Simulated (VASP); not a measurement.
# P (I4_1/amd) in VASP: single point with PBE

Aim: the single point of P with PBE.

Everything below comes from runs of VASP 6.6.1. Logs are shortened: lines on timing, memory, paths and dates and some standing lists are left out, and cuts for length are marked.

## 1. The cell of the first run

Symmetry: I4_1/amd, No. 141, tetragonal system. The conventional cell has a = 4.825 Å, b = 4.825 Å, c = 6.981 Å, α = 90.00°, β = 90.00°, γ = 90.00°. Within 3.2 Å of P (site symmetry 2/m) lie 6 P at 2.41 to 2.44 Å.

The cell was built from a structure type or drawn by symmetry, and may not be a known phase.

## 2. Single point, PBE

INCAR

```
SYSTEM = P
PREC = Accurate ; ENCUT = 520
EDIFF = 1E-6 ; ISMEAR = 0
SIGMA = 0.1 ; LREAL = .FALSE.
LASPH = .TRUE. ; NELM = 80
ALGO = Normal ; ISIF = 2
LWAVE = .FALSE. ; LCHARG = .FALSE.
GGA = PE ; NBANDS = 18
```

KPOINTS

```
Automatic mesh
0
G
  14 14 14
  0 0 0
```

POSCAR

```
P
1.0
   -2.4123775795      2.4123775795      3.4905768471
    2.4123775795     -2.4123775795      3.4905768471
    2.4123775795      2.4123775795     -3.4905768471
P
4
Direct
    0.3750000000      0.6250000000      0.7500000000
    0.8750000000      0.6250000000      0.2500000000
    0.3750000000      0.1250000000      0.7500000000
    0.3750000000      0.6250000000      0.2500000000
```

Potentials or basis: VASP PAW PBE potentials, release 64 (P).

The run is started by

```sh
$ cat potpaw_PBE.64/P/POTCAR > POTCAR
$ mpirun -np 1 vasp_std > vasp.out
```

OUTCAR:

```text
SYSTEM = P
   PREC = Accurate
   ENCUT = 520
   EDIFF = 1E-6
   ISMEAR = 0
   LREAL = .FALSE.
   LASPH = .TRUE.
   NELM = 80
   ISIF = 2
   GGA = PE

 ion  position               nearest neighbor table
   1  0.375  0.625  0.750-   2 2.41   2 2.41   4 2.44   4 2.44   3 2.44   3 2.44
   2  0.875  0.625  0.250-   1 2.41   1 2.41   4 2.44   4 2.44   3 2.44   3 2.44
   3  0.375  0.125  0.750-   4 2.41   4 2.41   1 2.44   1 2.44   2 2.44   2 2.44
   4  0.375  0.625  0.250-   3 2.41   3 2.41   1 2.44   1 2.44   2 2.44   2 2.44

  LATTYP: Found a body centered tetragonal cell.
 ALAT       =     4.8247551590
 C/A-ratio  =     1.4469446561

  Lattice vectors:

 A1 = (  -2.4123775795,   2.4123775795,   3.4905768471)
 A2 = (   2.4123775795,  -2.4123775795,   3.4905768471)
 A3 = (   2.4123775795,   2.4123775795,  -3.4905768471)

Analysis of symmetry for initial positions (statically):
=====================================================================
 Subroutine PRICEL returns:
 Original cell was already a primitive cell.

 Routine SETGRP: Setting up the symmetry group for a
 body centered tetragonal supercell.

 Subroutine GETGRP returns: Found 16 space group operations
 (whereof  8 operations were pure point group operations)
 out of a pool of 16 trial point group operations.

The static configuration has the point symmetry D_2d.
 The point group associated with its full space group is D_4h.

Analysis of symmetry for dynamics (positions and initial velocities):
=====================================================================
 Subroutine PRICEL returns:
 Original cell was already a primitive cell.

 Routine SETGRP: Setting up the symmetry group for a
 body centered tetragonal supercell.

 Subroutine GETGRP returns: Found 16 space group operations
 (whereof  8 operations were pure point group operations)
 out of a pool of 16 trial point group operations.

The dynamic configuration has the point symmetry D_2d.
 The point group associated with its full space group is D_4h.

 Subroutine INISYM returns: Found 16 space group operations
 (whereof  8 operations are pure point group operations),
 and found     1 'primitive' translations

----------------------------------------------------------------------------------------
[... 89 lines left out ...]
   ISTART =      0    job   : 0-new  1-cont  2-samecut
   ICHARG =      2    charge: 1-file 2-atom 10-const
   ISPIN  =      1    spin polarized calculation?
   LNONCOLLINEAR =      F non collinear calculations
   LSORBIT =      F    spin-orbit coupling
   LASPH  =      T    aspherical Exc in radial PAW
   ENCUT  =  520.0 eV  38.22 Ry    6.18 a.u.   9.08  9.08  9.08*2*pi/ulx,y,z
   NELM   =     80;   NELMIN=  2; NELMDL= -5     # of ELM steps
   EDIFF  = 0.1E-05   stopping-criterion for ELM
   LREAL  =      F    real-space projection
   EDIFFG = 0.1E-04   stopping-criterion for IOM
   NSW    =      0    number of steps for IOM
   IBRION =     -1    ionic relax: 0-MD 1-quasi-New 2-CG
   NFREE  =      0    steps in history (QN), initial steepest desc. (CG)
   ISIF   =      2    stress and relaxation
   ISYM   =      2    0-nonsym 1-usesym 2-fastsym
   POTIM  = 0.5000    time-step for ionic-motion
   TEBEG  =    0.0;   TEEND  =   0.0 temperature during run
   PSTRESS=    0.0 pullay stress
   NELECT =      20.0000    total number of electrons
   NUPDOWN=      -1.0000    fix difference up-down
   EMIN   =  10.00;   EMAX   =-10.00  energy-range for DOS
   EFERMI =   0.00;   METHOD = LEGACY
   ISMEAR =     0;   SIGMA  =   0.10  broadening in eV -4-tet -1-fermi 0-gaus
   EFERMI_NEDOS =   21; number of points for ismear=-14 and -15
   IALGO  =     38    algorithm
   IMIX   =      4    mixing-type and parameters
     AMIX     =   0.40;   BMIX     =  1.00
     AMIX_MAG =   1.60;   BMIX_MAG =  1.00
  volume/ion in A,a.u.               =      20.31       137.08
  Fermi-wavevector in a.u.,A,eV,Ry     =   1.025972  1.938806 14.321749  1.052619
  Thomas-Fermi vector in A             =   2.159841
   LORBIT       =      0    0 simple, 1 ext, 2 COOP (PROOUT), +10 PAW based schemes
   GGA     = PE    functional components
   LHFCALC =     F    Hartree Fock is set to
   AEXX    =    0.0000 exact exchange contribution
   IVDW    =     0    specifies the selected vdW correction
   LEPSILON=     F    determine dielectric tensor
   LRPA    =     F    only Hartree local field effects (RPA)
 non-spin polarized calculation
 Gauss-broadening in eV      SIGMA  =   0.10
  energy-cutoff  :      520.00
  volume of cell :       81.25
 maximum number of plane-waves:      2216
   NGX = 19   NGY = 19   NGZ = 19

 number of electron      19.9999997 magnetization

 Free energy of the ion-electron system (eV)
  ---------------------------------------------------
  ext. energy  EPLUGINS =         0.00000000
  ---------------------------------------------------
  free energy    TOTEN  =       -19.50234264 eV

  energy without entropy =      -19.48532297  energy(sigma->0) =      -19.49383280

 E-fermi :   5.5184     XC(G=0):  -9.2777

 val. band max:        5.5178675179   @ k =   0.5000   0.5000   0.2143
 cond. band min:       5.5248738595   @ k =   0.5000   0.5000   0.1429
 fundamental gap:      0.0070063416
 Fermi energy:         5.5184440337

 k-point     1 :       0.0000    0.0000    0.0000
  band No.  band energies     occupation
      1     -10.2164      2.00000
      2      -3.7942      2.00000
      3      -2.5447      2.00000
      4      -2.2638      2.00000
      5      -2.2638      2.00000
      6       0.2997      2.00000
[... 481 lines left out ...]
      5      -0.9877      2.00000
      6       1.2023      2.00000
[... 10 lines left out ...]
     17      11.8179      0.00000
     18      12.2550      0.00000

 [... further k-points ...]
[... 5 lines left out ...]
  --------------------------------------------------------------------------------------
  -------------------------------------------------------------------------------------
  Total       -0.0810480     -0.0810480     -0.1075438      0.0000000     -0.0000000      0.0000000
  in kB       -1.5981040     -1.5981040     -2.1205485      0.0000000     -0.0000000      0.0000000
  external PRESSURE =      -1.7722521 kB  Pullay stress =       0.0000000 kB

 VOLUME and BASIS-vectors are now :
 -----------------------------------------------------------------------------
  energy-cutoff  :      520.00
  volume of cell :       81.25
      direct lattice vectors                 reciprocal lattice vectors
    -2.412377580  2.412377580  3.490576847     0.000000000  0.207264403  0.143242800
     2.412377580 -2.412377580  3.490576847     0.207264403  0.000000000  0.143242800
     2.412377580  2.412377580 -3.490576847     0.207264403  0.207264403  0.000000000

 POSITION                                       TOTAL-FORCE (eV/Angst)
 -----------------------------------------------------------------------------------
      2.41238      1.20619      0.87264         0.000000      0.000000      0.000000
     -0.00000      1.20619      4.36322         0.000000     -0.000000     -0.000000
      1.20619      2.41238     -0.87264        -0.000000      0.000000     -0.000000
      1.20619      0.00000      2.61793         0.000000     -0.000000     -0.000000
 -----------------------------------------------------------------------------------
    total drift:                                0.000000     -0.000000     -0.000000

  FREE ENERGIE OF THE ION-ELECTRON SYSTEM (eV)
  ---------------------------------------------------
  free  energy   TOTEN  =       -19.5023426355 eV

  energy  without entropy=      -19.4853229670  energy(sigma->0) =      -19.49383280
```

Run time: 3.3 min. Hardware: 1 thread of AMD EPYC 7R13 (Zen 3), shared host; peak memory 0.34 GiB.

Results:

```yaml
Free_energy: -19.5023 eV
Pressure: -0.2 GPa
Band_gap_on_the_k_mesh: zero (bands 10 and 11 overlap by 0.15 eV)
```
